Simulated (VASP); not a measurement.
# Pb (Fm-3m) in VASP: a series of runs

Aim: see how the results for Pb move with the level of theory and the settings. Levels: PBE, LDA. Tasks: single point.

Program: VASP 6.6.1. These are calculated values, not measurements. Logs are shortened: lines on timing, memory, paths and dates and some standing lists are left out, and cuts for length are marked.

### 1 The cell of the first run

Symmetry: Fm-3m, No. 225, cubic system. Conventional cell: a = 4.978 Å, b = 4.978 Å, c = 4.978 Å, α = 90.00°, β = 90.00°, γ = 90.00°. Pb (site symmetry m-3m) has 12 Pb at 3.52 Å within 4.6 Å.

### 2 Single point, PBE (strained)

Input file INCAR:

```
SYSTEM = Pb
ALGO     = Normal         ! electronic algorithm
EDIFF    = 1E-6           ! SCF threshold, eV
ENCUT    = 500            ! plane-wave cutoff, eV
GGA      = PE             ! functional
GGA_COMPAT= .FALSE.      
ISIF     = 2              ! what is computed and relaxed
ISMEAR   = 0              ! smearing method
LASPH    = .TRUE.         ! aspherical terms in the spheres
LCHARG   = .TRUE.         ! write CHGCAR
LELF     = .TRUE.         ! ELF
LREAL    = .FALSE.        ! projectors in reciprocal space
LVHAR    = .TRUE.       
LWAVE    = .FALSE.        ! write WAVECAR
NBANDS   = 13             ! bands
NELM     = 120            ! most SCF steps
PREC     = Accurate       ! precision mode
SIGMA    = 0.1            ! smearing width, eV
```

Input file KPOINTS:

```
k-points
0
G
  14 14 14
  0 0 0
```

Input file POSCAR:

```
Pb
1.0
    0.0000000000      2.4890397420      2.4890397420
    2.4890397420      0.0000000000      2.4890397420
    2.4890397420      2.4890397420      0.0000000000
Pb
1
Direct
    0.0000000000      0.0000000000      0.0000000000
```

Potentials or basis: VASP PAW PBE potentials, release 64 (Pb_d).

Launch:

```sh
$ cat potpaw_PBE.64/Pb_d/POTCAR > POTCAR
$ mpirun -np 1 vasp_std > vasp.out
```

OUTCAR:

```text
SYSTEM = Pb
   EDIFF = 1E-6
   ENCUT = 500
   GGA = PE
   ISIF = 2
   ISMEAR = 0
   LASPH = .TRUE.
   LREAL = .FALSE.
   NELM = 120
   PREC = Accurate

 ion  position               nearest neighbor table
   1  0.000  0.000  0.000-

  LATTYP: Found a face centered cubic cell.
 ALAT       =     4.9780794840

  Lattice vectors:

 A1 = (   0.0000000000,   2.4890397420,   2.4890397420)
 A2 = (   2.4890397420,   0.0000000000,   2.4890397420)
 A3 = (   2.4890397420,   2.4890397420,   0.0000000000)

Analysis of symmetry for initial positions (statically):
=====================================================================
 Subroutine PRICEL returns:
 Original cell was already a primitive cell.

 Routine SETGRP: Setting up the symmetry group for a
 face centered cubic supercell.

 Subroutine GETGRP returns: Found 48 space group operations
 (whereof 48 operations were pure point group operations)
 out of a pool of 48 trial point group operations.

The static configuration has the point symmetry O_h .

Analysis of symmetry for dynamics (positions and initial velocities):
=====================================================================
 Subroutine PRICEL returns:
 Original cell was already a primitive cell.

 Routine SETGRP: Setting up the symmetry group for a
 face centered cubic supercell.

 Subroutine GETGRP returns: Found 48 space group operations
 (whereof 48 operations were pure point group operations)
 out of a pool of 48 trial point group operations.

The dynamic configuration has the point symmetry O_h .

 Subroutine INISYM returns: Found 48 space group operations
 (whereof 48 operations are pure point group operations),
 and found     1 'primitive' translations

----------------------------------------------------------------------------------------

                                     Primitive cell

  volume of cell :      30.8408

  direct lattice vectors                    reciprocal lattice vectors
     0.000000000  2.489039742  2.489039742    -0.200880682  0.200880682  0.200880682
     2.489039742  0.000000000  2.489039742     0.200880682 -0.200880682  0.200880682
     2.489039742  2.489039742  0.000000000     0.200880682  0.200880682 -0.200880682

  length of vectors
     3.520033760  3.520033760  3.520033760     0.347935547  0.347935547  0.347935547

  position of ions in fractional coordinates (direct lattice)
     0.000000000  0.000000000  0.000000000

  ion indices of the primitive-cell ions
   primitive index   ion index
                 1           1

----------------------------------------------------------------------------------------

 KPOINTS: k-points

Automatic generation of k-mesh.
 Grid dimensions read from file:
 generate k-points for:   14   14   14

 Generating k-lattice:

  Cartesian coordinates                     Fractional coordinates (reciprocal lattice)
    -0.014348620  0.014348620  0.014348620     0.071428571  0.000000000  0.000000000
     0.014348620 -0.014348620  0.014348620     0.000000000  0.071428571  0.000000000
     0.014348620  0.014348620 -0.014348620     0.000000000  0.000000000  0.071428571

  Length of vectors
     0.024852539  0.024852539  0.024852539

  Shift w.r.t. Gamma in fractional coordinates (k-lattice)
     0.000000000  0.000000000  0.000000000

 Subroutine IBZKPT returns following result:
 ===========================================

 Found    104 irreducible k-points:

 Following reciprocal coordinates:
            Coordinates               Weight
  0.000000  0.000000  0.000000      1.000000
  0.071429  0.000000  0.000000      8.000000
  0.142857  0.000000  0.000000      8.000000
  0.214286  0.000000  0.000000      8.000000
  0.285714  0.000000  0.000000      8.000000
  0.357143  0.000000  0.000000      8.000000
[... 16 lines left out ...]
  0.214286  0.142857  0.000000     24.000000
  0.285714  0.142857  0.000000     24.000000
 [... further k-points ...]
   k-points           NKPTS =    104   k-points in BZ     NKDIM =    104   number of bands    NBANDS=     13
   number of dos      NEDOS =    301   number of ions     NIONS =      1
   total plane-waves  NPLWV =  21952
   dimension x,y,z NGX =    28 NGY =   28 NGZ =   28
   dimension x,y,z NGXF=    56 NGYF=   56 NGZF=   56
   ions per type =               1
   NGX,Y,Z   is equivalent  to a cutoff of  13.22, 13.22, 13.22 a.u.
   NGXF,Y,Z  is equivalent  to a cutoff of  26.45, 26.45, 26.45 a.u.
 SYSTEM =  Pb
   PREC   = accura    normal or accurate (medium, high low for compatibility)
   ISTART =      0    job   : 0-new  1-cont  2-samecut
   ICHARG =      2    charge: 1-file 2-atom 10-const
   ISPIN  =      1    spin polarized calculation?
   LNONCOLLINEAR =      F non collinear calculations
   LSORBIT =      F    spin-orbit coupling
   LASPH  =      T    aspherical Exc in radial PAW
   ENCUT  =  500.0 eV  36.75 Ry    6.06 a.u.   6.42  6.42  6.42*2*pi/ulx,y,z
   NELM   =    120;   NELMIN=  2; NELMDL= -5     # of ELM steps
   EDIFF  = 0.1E-05   stopping-criterion for ELM
   LREAL  =      F    real-space projection
   EDIFFG = 0.1E-04   stopping-criterion for IOM
   NSW    =      0    number of steps for IOM
   IBRION =     -1    ionic relax: 0-MD 1-quasi-New 2-CG
   NFREE  =      0    steps in history (QN), initial steepest desc. (CG)
   ISIF   =      2    stress and relaxation
   ISYM   =      2    0-nonsym 1-usesym 2-fastsym
   POTIM  = 0.5000    time-step for ionic-motion
   TEBEG  =    0.0;   TEEND  =   0.0 temperature during run
   PSTRESS=    0.0 pullay stress
   NELECT =      14.0000    total number of electrons
   NUPDOWN=      -1.0000    fix difference up-down
   EMIN   =  10.00;   EMAX   =-10.00  energy-range for DOS
   EFERMI =   0.00;   METHOD = LEGACY
   ISMEAR =     0;   SIGMA  =   0.10  broadening in eV -4-tet -1-fermi 0-gaus
   EFERMI_NEDOS =   21; number of points for ismear=-14 and -15
   IALGO  =     38    algorithm
   IMIX   =      4    mixing-type and parameters
     AMIX     =   0.40;   BMIX     =  1.00
     AMIX_MAG =   1.60;   BMIX_MAG =  1.00
  volume/ion in A,a.u.               =      30.84       208.12
  Fermi-wavevector in a.u.,A,eV,Ry     =   1.258179  2.377613 21.538210  1.583014
  Thomas-Fermi vector in A             =   2.391801
   LORBIT       =      0    0 simple, 1 ext, 2 COOP (PROOUT), +10 PAW based schemes
   GGA     = PE    functional components
   LHFCALC =     F    Hartree Fock is set to
   AEXX    =    0.0000 exact exchange contribution
   IVDW    =     0    specifies the selected vdW correction
   LEPSILON=     F    determine dielectric tensor
   LRPA    =     F    only Hartree local field effects (RPA)
 non-spin polarized calculation
 Gauss-broadening in eV      SIGMA  =   0.10
  energy-cutoff  :      500.00
  volume of cell :       30.84
 maximum number of plane-waves:       801
 NGX is ok and might be reduce to    28
   NGX = 13   NGY = 13   NGZ = 13

 number of electron      14.0000000 magnetization

 Free energy of the ion-electron system (eV)
  ---------------------------------------------------
  ext. energy  EPLUGINS =         0.00000000
  ---------------------------------------------------
  free energy    TOTEN  =        -3.56302224 eV

  energy without entropy =       -3.56080412  energy(sigma->0) =       -3.56191318

 E-fermi :   7.1221     XC(G=0): -10.1038

 val. band max:        7.1137965377   @ k =   0.3571   0.2143   0.0000
 cond. band min:       7.1395939331   @ k =  -0.2857   0.2857   0.0714
 fundamental gap:      0.0257973954
 Fermi energy:         7.1221188825

 k-point     1 :       0.0000    0.0000    0.0000
  band No.  band energies     occupation
      1      -9.9665      2.00000
      2      -9.9665      2.00000
      3      -9.9665      2.00000
      4      -9.8336      2.00000
      5      -9.8336      2.00000
      6      -4.5468      2.00000
      7      14.3784      0.00000
      8      14.3784      0.00000
      9      14.3784      0.00000
     10      16.8457      0.00000
     11      18.2173      0.00000
     12      19.4539      0.00000
     13      19.4539      0.00000

 k-point     2 :       0.0714    0.0000    0.0000
  band No.  band energies     occupation
      1      -9.9667      2.00000
      2      -9.9595      2.00000
      3      -9.9595      2.00000
      4      -9.8342      2.00000
      5      -9.8342      2.00000
      6      -4.4503      2.00000
      7      13.2022      0.00000
      8      14.2569      0.00000
      9      14.2569      0.00000
     10      16.6017      0.00000
     11      18.7643      0.00000
     12      19.6703      0.00000
     13      19.6703      0.00000

 k-point     3 :       0.1429    0.0000    0.0000
  band No.  band energies     occupation
      1      -9.9676      2.00000
      2      -9.9435      2.00000
      3      -9.9435      2.00000
      4      -9.8317      2.00000
      5      -9.8317      2.00000
      6      -4.1607      2.00000
      7      11.0672      0.00000
      8      13.9482      0.00000
      9      13.9482      0.00000
     10      16.2948      0.00000
     11      19.6278      0.00000
     12      20.1060      0.00000
     13      20.1592      0.00000
[... 305 lines left out ...]
 k-point    23 :       0.2143    0.1429    0.0000
  band No.  band energies     occupation
      1     -10.0047      2.00000
      2      -9.8991      2.00000
      3      -9.8921      2.00000
      4      -9.8699      2.00000
      5      -9.7967      2.00000
      6      -3.6798      2.00000
      7      10.2923      0.00000
      8      12.1592      0.00000
      9      12.4528      0.00000
     10      15.6635      0.00000
     11      16.6701      0.00000
     12      21.1167      0.00000
     13      22.0359      0.00000

 k-point    24 :       0.2857    0.1429    0.0000
  band No.  band energies     occupation
      1     -10.0050      2.00000
      2      -9.9114      2.00000
      3      -9.8847      2.00000
      4      -9.8446      2.00000
      5      -9.7677      2.00000
      6      -3.1418      2.00000
      7       8.2980      0.00000
      8      11.7505      0.00000
      9      11.9762      0.00000
     10      15.4822      0.00000
     11      17.0495      0.00000
     12      20.6742      0.00000
     13      21.4037      0.00000

 [... further k-points ...]

------------------------ aborting loop because EDIFF is reached ----------------------------------------

  FORCE on cell =-STRESS in cart. coord.  units (eV):
  Direction    XX          YY          ZZ          XY          YZ          ZX
  --------------------------------------------------------------------------------------
  -------------------------------------------------------------------------------------
  Total        0.3021316      0.3021316      0.3021316     -0.0000000      0.0000000      0.0000000
  in kB       15.6957205     15.6957205     15.6957205     -0.0000000      0.0000000      0.0000000
  external PRESSURE =      15.6957205 kB  Pullay stress =       0.0000000 kB

 VOLUME and BASIS-vectors are now :
 -----------------------------------------------------------------------------
  energy-cutoff  :      500.00
  volume of cell :       30.84
      direct lattice vectors                 reciprocal lattice vectors
     0.000000000  2.489039742  2.489039742    -0.200880682  0.200880682  0.200880682
     2.489039742  0.000000000  2.489039742     0.200880682 -0.200880682  0.200880682
     2.489039742  2.489039742  0.000000000     0.200880682  0.200880682 -0.200880682

 POSITION                                       TOTAL-FORCE (eV/Angst)
 -----------------------------------------------------------------------------------
      0.00000      0.00000      0.00000        -0.000000     -0.000000     -0.000000
 -----------------------------------------------------------------------------------
    total drift:                               -0.000000     -0.000000     -0.000000

  FREE ENERGIE OF THE ION-ELECTRON SYSTEM (eV)
  ---------------------------------------------------
  free  energy   TOTEN  =        -3.5630222382 eV

  energy  without entropy=       -3.5608041190  energy(sigma->0) =       -3.56191318
```

Run time: 45 s. Hardware: 1 thread of Intel Xeon 8259CL, shared host; peak memory 0.18 GiB.

What came out:

```yaml
Free_energy: -3.5630 eV
Pressure: 1.6 GPa
Band_gap_on_the_k_mesh: zero (bands 7 and 8 overlap by 8.81 eV)
```

Caveat: the cell differs from its parent crystal (strained); spin-orbit coupling is left out, which moves the levels of the heavy elements.

### 3 Single point, LDA

Input file INCAR:

```
ALGO = Normal
EDIFF = 1E-6
ENCUT = 500
GGA_COMPAT = F
ISIF = 2
ISMEAR = 0
LASPH = T
LCHARG = T
LELF = T
LREAL = F
LVHAR = T
LWAVE = F
NBANDS = 13
NELM = 120
PREC = Accurate
SIGMA = 0.1
```

Input file KPOINTS:

```
k-points
0
Gamma
  14 14 14
```

POSCAR is that of step 2.

Potentials or basis: VASP PAW LDA potentials, release 64 (Pb_d).

Launch:

```sh
$ cat potpaw_LDA.64/Pb_d/POTCAR > POTCAR
$ mpirun -np 1 vasp_std > vasp.out
```

Run time: 46 s. Hardware: 1 thread of Intel Xeon 8259CL, shared host; peak memory 0.16 GiB.

The run converged. Its results:

* Free energy: -4.2438 eV
* Pressure: -2.6 GPa
* Band gap on the k mesh: zero (bands 7 and 8 overlap by 8.73 eV)

Levels at points of the mesh, in eV from the Fermi level:
```csv
k point,band 3,band 4,band 5,band 6,band 7,band 8,band 9,band 10,band 11,band 12
"(0.00, 0.00, 0.00)",-17.01,-16.88,-16.88,-11.67,7.20,7.20,7.20,9.80,11.23,12.37
"(0.50, 0.00, 0.00)",-17.00,-16.75,-16.75,-8.15,-4.13,5.40,5.40,9.28,9.38,11.12
"(0.50, 0.50, 0.00)",-16.76,-16.72,-16.72,-6.79,-3.23,1.98,1.98,5.40,6.65,18.09
```

Caveat: spin-orbit coupling is left out, which moves the levels of the heavy elements.

The gap in the log of VASP goes by the Fermi energy; the results here count the filled bands.